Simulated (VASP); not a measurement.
A run of VASP 6.6.1 is set up as follows.

The input INCAR:

```
PREC = Accurate
ENCUT = 520
EDIFF = 1E-7
ISMEAR = -1
SIGMA = 0.02
LREAL = False
LASPH = True
NELM = 100
ALGO = Normal
ISIF = 2
LWAVE = False
LCHARG = False
GGA = PE
NBANDS = 44
```

KPOINTS

```
Automatic mesh
0
Gamma
  5 5 4
```

POSCAR

```
SiO2
1.0
    4.9790000000      0.0000000000      0.0000000000
    0.0000000000      4.9790000000      0.0000000000
    0.0000000000      0.0000000000      6.9500000000
Si O
4 8
Direct
    0.3044023563      0.3044023563      0.0000000000
    0.1955976437      0.8044023563      0.2500000000
    0.6955976437      0.6955976437      0.5000000000
    0.8044023563      0.1955976437      0.7500000000
    0.2371045937      0.1148382174      0.1842518117
    0.3851617826      0.7371045937      0.4342518117
    0.7628954063      0.8851617826      0.6842518117
    0.6148382174      0.2628954063      0.9342518117
    0.7371045937      0.3851617826      0.5657481883
    0.8851617826      0.7628954063      0.3157481883
    0.2628954063      0.6148382174      0.0657481883
    0.1148382174      0.2371045937      0.8157481883
```

Potentials or basis: VASP PAW PBE potentials, release 64 (Si, O).

Run with:

```console
$ cat potpaw_PBE.64/Si/POTCAR potpaw_PBE.64/O/POTCAR > POTCAR
$ mpirun -np 1 vasp_std > vasp.out
```

(1) What does it give for the largest force?

(2) What does it give for the pressure?

(3) What does it give for the band gap on the k mesh?

## Answers

(1) 0.020 eV/Å.

(2) 1.2 GPa.

(3) 5.61 eV.
